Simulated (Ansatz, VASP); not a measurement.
LiIn4 in VASP and in Ansatz

```xyz
5
Lattice="3.3880 0.0000 0.0000 -1.6940 2.9341 0.0000 0.0000 0.0000 12.6736" Properties=species:S:1:pos:R:3 pbc="T T T"
Li    0.0000    0.0000    6.3368
In    0.0000    1.9560   11.3802
In    1.6940    0.9780    1.2934
In    0.0000    1.9560    3.8803
In    1.6940    0.9780    8.7934
```

Alike in both runs: task single point; functional PBE; k mesh 6 × 6 × 2; occupations gaussian, width 0.1 eV; no spin polarisation.

|  | VASP | Ansatz |
| --- | --- | --- |
| version | VASP 6.6.1 | Ansatz 0.2.0 |
| potentials or method | VASP PAW PBE potentials, release 64 (Li_sv, In_d), cutoff 520 eV | scalar-relativistic, plane waves, PAW |
| valence electrons in the cell | 55 | 55 |

```csv
,VASP,Ansatz,Ansatz less VASP
gap on the k mesh at the Fermi level (eV),none,none,-
rms of the force components (eV/Å),0.173,0.172,-0.0008
```

Atom by atom the forces differ by 0.001 eV/Å (rms over components). A gap of «none» marks a metal or a gap that the smearing closes.

Noted on VASP's run: the cutoff is short for stress, so the pressure is rough.
